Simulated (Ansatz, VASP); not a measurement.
PbO2 in VASP and in Ansatz

```
CELL_PARAMETERS angstrom
4.99726 0.00000 0.00000
0.00000 4.99726 0.00000
0.00000 0.00000 3.41156
ATOMIC_POSITIONS crystal
Pb 0.00000 0.00000 0.00000
Pb 0.50000 0.50000 0.50000
O 0.30762 0.30762 0.00000
O 0.19238 0.80762 0.50000
O 0.69238 0.69238 0.00000
O 0.80762 0.19238 0.50000
```

Alike in both runs: functional PBEsol; k mesh 8 × 8 × 10; occupations gaussian, width 0.1 eV; no spin polarisation.

Ansatz relaxed the structure, and its values are those at the end. VASP's run is a single point on that final structure, the one shown.

|  | VASP | Ansatz |
| --- | --- | --- |
| version | VASP 6.6.1 | Ansatz 0.2.0 |
| potentials or method | VASP PAW PBE potentials, release 64 (Pb_d, O), cutoff 520 eV | scalar-relativistic, plane waves, PAW |
| valence electrons in the cell | 52 | 52 |

Ansatz gave:

| Quantity | Value |
| --- | --- |
| gap on the k mesh at the Fermi level (eV) | none |
| pressure (GPa) | 0.0 |
| rms of the force components (eV/Å) | 0.000 |

**Question.** Estimate VASP's values.

**Answer.** gap on the k mesh at the Fermi level (eV): none; pressure (GPa): 0.3; rms of the force components (eV/Å): 0.005.

VASP's potentials were made for PBE, not for PBEsol. A gap of «none» marks a metal or a gap that the smearing closes.

Spin-orbit coupling is off throughout.
